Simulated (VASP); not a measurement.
# CsH in VASP: notebook, part 2 of 2

VASP 6.6.1. Earlier steps stand in the parts before.

### 4 Single point, r2SCAN (biaxial strain in the a-b plane: +2.0 %, then relaxed in part)

Input file POSCAR:

```
CsH
1.0
    3.2517600000      3.2517600000      0.0000000000
   -3.2517600000      3.2517600000      0.0000000000
    0.0000000000      0.0000000000      6.3550375792
Cs H
2 2
Direct
    0.0000000000      0.0000000000      0.0000000000
    0.5000000000      0.5000000000      0.5000000000
    0.5000000000      0.5000000000      0.0000000000
    0.0000000000      0.0000000000      0.5000000000
```

Input file INCAR.step1:

```
SYSTEM = CsH
ALGO = Normal ; EDIFF = 1E-4
ENCUT = 520 ; GGA = PE
ISMEAR = 0 ; LASPH = .TRUE.
LCHARG = .FALSE. ; LREAL = .FALSE.
LWAVE = .TRUE. ; NBANDS = 18
NELM = 100 ; PREC = Accurate
SIGMA = 0.02
```

Input file INCAR.step2:

```
SYSTEM = CsH
ALGO = Normal ; EDIFF = 1E-6
ENCUT = 520 ; ISIF = 2
ISMEAR = 0 ; ISTART = 1
LASPH = .TRUE. ; LCHARG = .FALSE.
LMIXTAU = .TRUE. ; LREAL = .FALSE.
LWAVE = .FALSE. ; METAGGA = R2SCAN
NBANDS = 18 ; NELM = 100
PREC = Accurate ; SIGMA = 0.02
```

Input file KPOINTS:

```
k-points
0
G
  6 6 4
  0 0 0
```

Potentials or basis: VASP PAW PBE potentials, release 64 (Cs_sv, H).

Run with:

```bash
> cat potpaw_PBE.64/Cs_sv/POTCAR potpaw_PBE.64/H/POTCAR > POTCAR
> cp INCAR.step1 INCAR
> mpirun -np 1 vasp_std > vasp.out
> cp INCAR.step2 INCAR
> mpirun -np 1 vasp_std > vasp.out
```

OUTCAR:

```text
SYSTEM = CsH
   EDIFF = 1E-6
   ENCUT = 520
   ISIF = 2
   ISMEAR = 0
   ISTART = 1
   LASPH = .TRUE.
   LREAL = .FALSE.
   METAGGA = R2SCAN
   NELM = 100
   PREC = Accurate

 ion  position               nearest neighbor table
   1  0.000  0.000  0.000-
   2  0.500  0.500  0.500-
   3  0.500  0.500  0.000-
   4  0.000  0.000  0.500-

  LATTYP: Found a simple tetragonal cell.
 ALAT       =     4.5986830936
 C/A-ratio  =     1.3819255317

  Lattice vectors:

 A1 = (   3.2517600000,   3.2517600000,   0.0000000000)
 A2 = (  -3.2517600000,   3.2517600000,   0.0000000000)
 A3 = (   0.0000000000,   0.0000000000,   6.3550375792)

Analysis of symmetry for initial positions (statically):
=====================================================================
 Subroutine PRICEL returns following result:

  LATTYP: Found a body centered tetragonal cell.
 ALAT       =     4.5986830936
 C/A-ratio  =     1.3819255317

  Lattice vectors:

 A1 = (   0.0000000000,  -3.2517600000,  -3.1775187896)
 A2 = (   0.0000000000,   3.2517600000,  -3.1775187896)
 A3 = (   3.2517600000,   0.0000000000,   3.1775187896)

   2 primitive cells build up your supercell.

 Routine SETGRP: Setting up the symmetry group for a
 simple tetragonal supercell.

 Subroutine GETGRP returns: Found 16 space group operations
 (whereof 16 operations were pure point group operations)
 out of a pool of 16 trial point group operations.

The static configuration has the point symmetry D_4h.

Analysis of symmetry for dynamics (positions and initial velocities):
=====================================================================
 Subroutine PRICEL returns following result:

  LATTYP: Found a body centered tetragonal cell.
 ALAT       =     4.5986830936
 C/A-ratio  =     1.3819255317

  Lattice vectors:

 A1 = (   0.0000000000,  -3.2517600000,  -3.1775187896)
 A2 = (   0.0000000000,   3.2517600000,  -3.1775187896)
 A3 = (   3.2517600000,   0.0000000000,   3.1775187896)

   2 primitive cells build up your supercell.

 Routine SETGRP: Setting up the symmetry group for a
 simple tetragonal supercell.

 Subroutine GETGRP returns: Found 16 space group operations
 (whereof 16 operations were pure point group operations)
 out of a pool of 16 trial point group operations.

The dynamic configuration has the point symmetry D_4h.

 Subroutine INISYM returns: Found 16 space group operations
 (whereof 16 operations are pure point group operations),
 and found     2 'primitive' translations

----------------------------------------------------------------------------------------

                                     Primitive cell

  volume of cell :      67.1978

  direct lattice vectors                    reciprocal lattice vectors
     0.000000000 -3.251760000 -3.177518790     0.153762885 -0.153762885 -0.157355482
[... 23 lines left out ...]
 Generating k-lattice:

  Cartesian coordinates                     Fractional coordinates (reciprocal lattice)
     0.025627148  0.025627148  0.000000000     0.166666667  0.000000000  0.000000000
    -0.025627148  0.025627148  0.000000000     0.000000000  0.166666667  0.000000000
     0.000000000  0.000000000  0.039338870     0.000000000  0.000000000  0.250000000

  Length of vectors
     0.036242260  0.036242260  0.039338870

  Shift w.r.t. Gamma in fractional coordinates (k-lattice)
     0.000000000  0.000000000  0.000000000

 Subroutine IBZKPT returns following result:
 ===========================================

 Found     30 irreducible k-points:

 Following reciprocal coordinates:
            Coordinates               Weight
  0.000000  0.000000  0.000000      1.000000
  0.166667  0.000000  0.000000      4.000000
  0.333333  0.000000  0.000000      4.000000
  0.500000  0.000000  0.000000      2.000000
  0.166667  0.166667  0.000000      4.000000
  0.333333  0.166667  0.000000      8.000000
[... 16 lines left out ...]
  0.333333  0.000000  0.500000      4.000000
  0.500000  0.000000  0.500000      2.000000
 [... further k-points ...]
   k-points           NKPTS =     30   k-points in BZ     NKDIM =     30   number of bands    NBANDS=     18
   number of dos      NEDOS =    301   number of ions     NIONS =      4
   total plane-waves  NPLWV =  62208
   dimension x,y,z NGX =    36 NGY =   36 NGZ =   48
   dimension x,y,z NGXF=    72 NGYF=   72 NGZF=   96
   ions per type =               2   2
   NGX,Y,Z   is equivalent  to a cutoff of  13.01, 13.01, 12.56 a.u.
   NGXF,Y,Z  is equivalent  to a cutoff of  26.03, 26.03, 25.11 a.u.
 SYSTEM =  CsH
   PREC   = accura    normal or accurate (medium, high low for compatibility)
   ISTART =      1    job   : 0-new  1-cont  2-samecut
   ICHARG =      0    charge: 1-file 2-atom 10-const
   ISPIN  =      1    spin polarized calculation?
   LNONCOLLINEAR =      F non collinear calculations
   LSORBIT =      F    spin-orbit coupling
   LASPH  =      T    aspherical Exc in radial PAW
   ENCUT  =  520.0 eV  38.22 Ry    6.18 a.u.   8.55  8.55 11.82*2*pi/ulx,y,z
   NELM   =    100;   NELMIN=  2; NELMDL=  0     # of ELM steps
   EDIFF  = 0.1E-05   stopping-criterion for ELM
   LREAL  =      F    real-space projection
   EDIFFG = 0.1E-04   stopping-criterion for IOM
   NSW    =      0    number of steps for IOM
   IBRION =     -1    ionic relax: 0-MD 1-quasi-New 2-CG
   NFREE  =      0    steps in history (QN), initial steepest desc. (CG)
   ISIF   =      2    stress and relaxation
   ISYM   =      2    0-nonsym 1-usesym 2-fastsym
   POTIM  = 0.5000    time-step for ionic-motion
   TEBEG  =    0.0;   TEEND  =   0.0 temperature during run
   PSTRESS=    0.0 pullay stress
   NELECT =      20.0000    total number of electrons
   NUPDOWN=      -1.0000    fix difference up-down
   EMIN   =  10.00;   EMAX   =-10.00  energy-range for DOS
   EFERMI =   0.00;   METHOD = LEGACY
   ISMEAR =     0;   SIGMA  =   0.02  broadening in eV -4-tet -1-fermi 0-gaus
   EFERMI_NEDOS =   21; number of points for ismear=-14 and -15
   IALGO  =     38    algorithm
   IMIX   =      4    mixing-type and parameters
     AMIX     =   0.40;   BMIX     =  1.00
     AMIX_MAG =   1.60;   BMIX_MAG =  1.00
  volume/ion in A,a.u.               =      33.60       226.74
  Fermi-wavevector in a.u.,A,eV,Ry     =   0.867541  1.639414 10.240107  0.752627
  Thomas-Fermi vector in A             =   1.986089
   LORBIT       =      0    0 simple, 1 ext, 2 COOP (PROOUT), +10 PAW based schemes
   METAGGA = R2SCAN    functional components
   LHFCALC =     F    Hartree Fock is set to
   AEXX    =    0.0000 exact exchange contribution
   IVDW    =     0    specifies the selected vdW correction
   LEPSILON=     F    determine dielectric tensor
   LRPA    =     F    only Hartree local field effects (RPA)
 non-spin polarized calculation
 Gauss-broadening in eV      SIGMA  =   0.02
  energy-cutoff  :      520.00
  volume of cell :      134.40
 maximum number of plane-waves:      3651
 NGX is ok and might be reduce to    36

 number of electron      20.0000003 magnetization

 Free energy of the ion-electron system (eV)
  ---------------------------------------------------
  ext. energy  EPLUGINS =         0.00000000
  ---------------------------------------------------
  free energy    TOTEN  =       -57.97144329 eV

  energy without entropy =      -57.97144329  energy(sigma->0) =      -57.97144329

 E-fermi :  -0.1370     XC(G=0):  -7.4134

 val. band max:       -0.2778128994   @ k =   0.5000   0.0000   0.5000
 cond. band min:       2.4217335794   @ k =   0.5000   0.0000   0.5000
 fundamental gap:      2.6995464788
 Fermi energy:        -0.1369535962

 k-point     1 :       0.0000    0.0000    0.0000
  band No.  band energies     occupation
      1     -22.3425      2.00000
      2     -22.2464      2.00000
      3      -9.0852      2.00000
      4      -8.7305      2.00000
      5      -8.7305      2.00000
      6      -8.4717      2.00000
[... 481 lines left out ...]
      5      -8.5655      2.00000
      6      -8.5655      2.00000
[... 10 lines left out ...]
     17       7.3761      0.00000
     18       7.3761      0.00000

 [... further k-points ...]
[... 5 lines left out ...]
  --------------------------------------------------------------------------------------
  -------------------------------------------------------------------------------------
  Total       -0.3718559     -0.3718559      0.0257362      0.0000000     -0.0000000      0.0000000
  in kB       -4.4330253     -4.4330253      0.3068098      0.0000000     -0.0000000      0.0000000
  external PRESSURE =      -2.8530803 kB  Pullay stress =       0.0000000 kB

 VOLUME and BASIS-vectors are now :
 -----------------------------------------------------------------------------
  energy-cutoff  :      520.00
  volume of cell :      134.40
      direct lattice vectors                 reciprocal lattice vectors
     3.251760000  3.251760000  0.000000000     0.153762885  0.153762885  0.000000000
    -3.251760000  3.251760000  0.000000000    -0.153762885  0.153762885  0.000000000
     0.000000000  0.000000000  6.355037579     0.000000000  0.000000000  0.157355482

 POSITION                                       TOTAL-FORCE (eV/Angst)
 -----------------------------------------------------------------------------------
      0.00000      0.00000      0.00000         0.000000     -0.000000     -0.000000
      0.00000      3.25176      3.17752        -0.000000      0.000000      0.000000
      0.00000      3.25176      0.00000         0.000000      0.000000     -0.000000
      0.00000      0.00000      3.17752         0.000000      0.000000     -0.000000
 -----------------------------------------------------------------------------------
    total drift:                               -0.000000      0.000000      0.000000

  FREE ENERGIE OF THE ION-ELECTRON SYSTEM (eV)
  ---------------------------------------------------
  free  energy   TOTEN  =       -57.9714432924 eV

  energy  without entropy=      -57.9714432924  energy(sigma->0) =      -57.97144329
```

It took 82 s on 1 thread of Intel Xeon 6975P-C (Granite Rapids), shared host; peak memory 0.27 GiB.

Results:

- Free energy: -57.9714 eV
- Pressure: -0.3 GPa
- Band gap on the k mesh: 2.70 eV

Caveat: the cell differs from its parent crystal (biaxial strain in the a-b plane: +2.0 %, then relaxed in part); the PAW data sets were made with another functional, which shifts forces and pressure a little; spin-orbit coupling is left out, which moves the levels of the heavy elements.

### 5 Single point, r2SCAN

This run uses another cell than the first one: it holds 4 atoms, not 2.

POSCAR is that of step 4.

Input file INCAR.step1:

```
  PREC = Accurate
  ENCUT = 520
  ISMEAR = 0
  SIGMA = 0.02
  LREAL = F
  LASPH = T
  NELM = 100
  NBANDS = 18
  GGA = PE
  ALGO = Normal
  EDIFF = 1E-4
  LWAVE = T
  LCHARG = F
```

Input file INCAR.step2:

```
  PREC = Accurate
  ENCUT = 520
  EDIFF = 1E-6
  ISMEAR = 0
  SIGMA = 0.02
  LREAL = F
  LASPH = T
  NELM = 100
  ALGO = Normal
  ISIF = 2
  LWAVE = F
  LCHARG = F
  METAGGA = R2SCAN
  LMIXTAU = T
  NBANDS = 18
  ISTART = 1
```

Input file KPOINTS:

```
regular mesh
0
Gamma
  6 6 4
```

Run with:

```bash
> cat potpaw_PBE.64/Cs_sv/POTCAR potpaw_PBE.64/H/POTCAR > POTCAR
> cp INCAR.step1 INCAR
> mpirun -np 1 vasp_std > vasp.out
> cp INCAR.step2 INCAR
> mpirun -np 1 vasp_std > vasp.out
```

Run time: 84 s. Hardware: 1 thread of Intel Xeon 6975P-C (Granite Rapids), shared host; peak memory 0.28 GiB.

The run converged. Its results:

```yaml
Free_energy: -57.9714 eV
Pressure: -0.3 GPa
Band_gap_on_the_k_mesh: 2.70 eV
```

Stress tensor (GPa, compression positive):
```
-0.44  0.00  0.00
 0.00 -0.44  0.00
 0.00  0.00  0.03
```

Levels at points of the mesh, in eV from the valence-band top:
```
           k point  band 7  band 8  band 9  band 10  band 11  band 12  band 13  band 14
(0.00, 0.00, 0.00)   -8.19   -8.17   -1.58    -1.05     3.52     5.66     5.66     5.76
(0.50, 0.00, 0.00)   -8.29   -8.29   -0.43    -0.43     3.70     3.70     4.61     4.61
(0.50, 0.50, 0.00)   -8.41   -8.41   -1.05    -1.05     3.59     3.59     5.86     5.86
(0.00, 0.00, 0.50)   -8.33   -8.33   -0.86    -0.86     4.32     4.32     4.85     4.85
(0.50, 0.00, 0.50)   -8.25   -8.25    0.00     0.00     2.70     2.70     5.18     5.18
(0.50, 0.50, 0.50)   -8.46   -8.46   -0.62    -0.62     4.54     4.54     4.54     4.54
```

Caveat: the PAW data sets were made with another functional, which shifts forces and pressure a little; spin-orbit coupling is left out, which moves the levels of the heavy elements.

### 6 Overview

```csv
cell,k mesh,smearing,gap on the mesh (eV),pressure (GPa)
"a = 4.597 Å, angles 60.0°, 2 atoms",6 × 6 × 6,gaussian 0.02 eV,2.72,-0.5
"a = 4.509 Å, angles 60.0°, 2 atoms",8 × 8 × 8,gaussian 0.05 eV,2.66,0.0
"a = 4.599, b = 4.599, c = 6.355 Å, 4 atoms",6 × 6 × 4,gaussian 0.02 eV,2.70,-0.3
```

Alike in all rows: task single point; level r2SCAN; potentials or basis VASP PAW PBE potentials, release 64 (Cs_sv, H); no spin polarisation; cutoff (eV) 520.

Caveats: the PAW data sets were made with another functional, which shifts forces and pressure a little; spin-orbit coupling is left out, which moves the levels of the heavy elements.

Total energies depend on the potentials used, so only differences within one code and one set of settings carry meaning.
